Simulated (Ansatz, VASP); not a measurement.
# NbH2 in VASP and in Ansatz

File INCAR:

```
SYSTEM = NbH2
ALGO = Normal ; EDIFF = 1E-6
ENCUT = 520 ; GGA = PS
ISIF = 2 ; ISMEAR = 0
LASPH = .True. ; LCHARG = .True.
LELF = .True. ; LREAL = .False.
LVHAR = .True. ; LWAVE = .False.
NBANDS = 14 ; NELM = 80
PREC = Accurate ; SIGMA = 0.15
```

The input KPOINTS:

```
k-points
0
Gamma
  16 16 16
  0 0 0
```

POSCAR

```
NbH2
1.0
    0.0914052944      2.2851323612      2.2851323612
    2.2851323612      0.0914052944      2.2851323612
    2.2851323612      2.2851323612      0.0914052944
Nb H
1 2
Direct
    0.0000000000      0.0000000000      0.0000000000
    0.2500000000      0.2500000000      0.2500000000
    0.7500000000      0.7500000000      0.7500000000
```

Input for Ansatz:

```yaml
crystal:
  lattice:
    - [0.0914052944, 2.2851323612, 2.2851323612]
    - [2.2851323612, 0.0914052944, 2.2851323612]
    - [2.2851323612, 2.2851323612, 0.0914052944]
  atoms:
    - { symbol: Nb, position: [0.0, 0.0, 0.0] }
    - { symbol: H, position: [0.25, 0.25, 0.25] }
    - { symbol: H, position: [0.75, 0.75, 0.75] }
basis:
  ecutwfc: 520.0
kpoints:
  mp_grid: { grid: [16, 16, 16] }
hamiltonian:
  xc: pbesol
  pseudopotentials: { kind: paw }
scf:
  occupations: { method: gaussian, width: 0.15 }
output:
  forces: true
  stress: true
  eigenvalues: true
  write_density: true
  write_potential: true
  elf: true
  volumetric_format: npy
```

Alike in both runs: task single point; functional PBEsol; k mesh 16 × 16 × 16; occupations gaussian, width 0.15 eV; no spin polarisation.

```csv
,VASP,Ansatz
version,VASP 6.6.1,Ansatz 0.2.0
potentials or method,"VASP PAW PBE potentials, release 64 (Nb_sv, H), cutoff 520 eV","scalar-relativistic, plane waves, PAW"
valence electrons in the cell,15,15
```

Ansatz gave:

```
gap on the k mesh at the Fermi level (eV)                     : none
pressure (GPa)                                                : 6.5
traceless stress, the component that is largest in VASP (GPa) : -6.12
rms of the force components (eV/Å)                            : 0.164
```

Task: Estimate VASP's values.

Result: gap on the k mesh at the Fermi level (eV): none; pressure (GPa): 6.0; traceless stress, the component that is largest in VASP (GPa): -6.11; rms of the force components (eV/Å): 0.164.

VASP's potentials were made for PBE, not for PBEsol. Atom by atom the forces differ by 0.000 eV/Å (rms over components). A gap of «none» marks a metal or a gap that the smearing closes. With one functional, cell and mesh, what is left measures potentials, basis and numerics.
